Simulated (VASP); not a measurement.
Write the native input for VASP 6.6.1 that does the following.

```yaml
Task: single point
Functional: PBE
Potentials_or_basis: VASP PAW PBE potentials, release 64 (Cu, N)
Cutoff: 520 eV
k_mesh: 10 × 10 × 10
Occupations: gaussian, width 0.01 eV
Spin: no spin polarisation
Dipole_correction: no
Further_INCAR_settings: ALGO = Fast; EDIFF = 1e-06; NBANDS = 27
```

The structure of Cu3N lies in POSCAR:

```
Cu3N
1.0
    3.9023544290      0.0000000000      0.0000000000
    0.0000000000      3.9023544290      0.0000000000
    0.0000000000      0.0000000000      3.9023544290
Cu N
3 1
Direct
    0.5000000000      0.0000000000      0.0000000000
    0.0000000000      0.5000000000      0.0000000000
    0.0000000000      0.0000000000      0.5000000000
    0.0000000000      0.0000000000      0.0000000000
```

The input as run:

INCAR

```
SYSTEM = Cu3N
PREC     = Accurate       ! precision mode
ENCUT    = 520            ! plane-wave cutoff, eV
EDIFF    = 1E-6           ! SCF threshold, eV
ISMEAR   = 0              ! smearing method
SIGMA    = 0.01           ! smearing width, eV
LREAL    = .FALSE.        ! projectors in reciprocal space
LASPH    = .TRUE.         ! aspherical terms in the spheres
NELM     = 100            ! most SCF steps
ALGO     = Fast           ! electronic algorithm
ISIF     = 2              ! what is computed and relaxed
LWAVE    = .FALSE.        ! write WAVECAR
LCHARG   = .TRUE.         ! write CHGCAR
GGA      = PE             ! functional
LELF     = .TRUE.         ! ELF
LVHAR    = .TRUE.       
NBANDS   = 27             ! bands
```

KPOINTS

```
Automatic mesh
0
G
  10 10 10
  0 0 0
```

Potentials or basis: VASP PAW PBE potentials, release 64 (Cu, N).

Run with:

```bash
$ cat potpaw_PBE.64/Cu/POTCAR potpaw_PBE.64/N/POTCAR > POTCAR
$ mpirun -np 1 vasp_std > vasp.out
```

It gave:

The pressure is -5.6 GPa. The band gap on the k mesh is 0.43 eV (least direct gap 0.94 eV).

Caveat: the cell stands under tension.

It took 68 s on 1 thread of Intel(R) Xeon(R) Platinum 8488C (Sapphire Rapids) (shared host), peak memory 0.2 GiB.
